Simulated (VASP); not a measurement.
The system is Ga3B2As.

```xyz
6
Lattice="3.0373 0.0000 0.0000 -1.5187 2.6304 0.0000 0.0000 0.0000 11.1102" Properties=species:S:1:pos:R:3 pbc="T T T"
Ga    0.0000    1.7536    6.7249
Ga    0.0000    0.0000    1.6430
Ga    0.0000    0.0000    9.1013
B     0.0000    1.7536   10.9281
B     1.5187    0.8768   10.9719
As    0.0000    1.7536    3.9049
```

| Quantity | Value |
| --- | --- |
| Program | VASP 6.6.1 |
| Task | relaxation of cell and atoms |
| Functional | PBE |
| Potentials or basis | VASP PAW PBE potentials, release 64 (Ga_d, B, As) |
| Cutoff | 600 eV |
| k mesh | 12 × 12 × 4 |
| Occupations | gaussian, width 0.1 eV |
| Spin | no spin polarisation |

At the start: pressure 0.2 GPa; volume 14.79 Å³/atom.

Problem. How do energy, volume and symmetry change on relaxing?

Solution. Over 12 steps the energy falls by 4.9 meV/atom; space group P3m1 (No. 156, to 0.1 Å) before and after.

Step by step:
| step | energy change (eV) | largest force (eV/Å) | pressure (GPa) | volume (Å³) |
| --- | --- | --- | --- | --- |
| 1 | 0.0000 | 0.2841 | 0.19 | 88.76 |
| 2 | -0.0237 | 0.1242 | -0.15 | 88.98 |
| 3 | -0.0279 | 0.0753 | -0.40 | 89.11 |
| 4 | -0.0280 | 0.0692 | -0.40 | 89.10 |
| 5 | -0.0280 | 0.0714 | -0.43 | 89.10 |
| 6 | -0.0288 | 0.0518 | 0.13 | 88.55 |
| 7 | -0.0289 | 0.0559 | 0.05 | 88.61 |
| 8 | -0.0292 | 0.0414 | 0.03 | 88.62 |
| 9 | -0.0294 | 0.0230 | 0.00 | 88.64 |
| 10 | -0.0295 | 0.0122 | 0.07 | 88.63 |
| 11 | -0.0296 | 0.0101 | 0.06 | 88.63 |
| 12 | -0.0296 | 0.0091 | -0.03 | 88.75 |

Final structure:
```xyz
6
Lattice="3.0680 0.0000 0.0000 -1.5340 2.6570 0.0000 0.0000 0.0000 10.8872" Properties=species:S:1:pos:R:3 pbc="T T T"
Ga    0.0000    1.7713    6.5956
Ga    0.0000    0.0000    1.5928
Ga    0.0000    0.0000    8.9438
B     0.0000    1.7713   10.7068
B     1.5340    0.8857   10.7540
As    0.0000    1.7713    3.8125
```
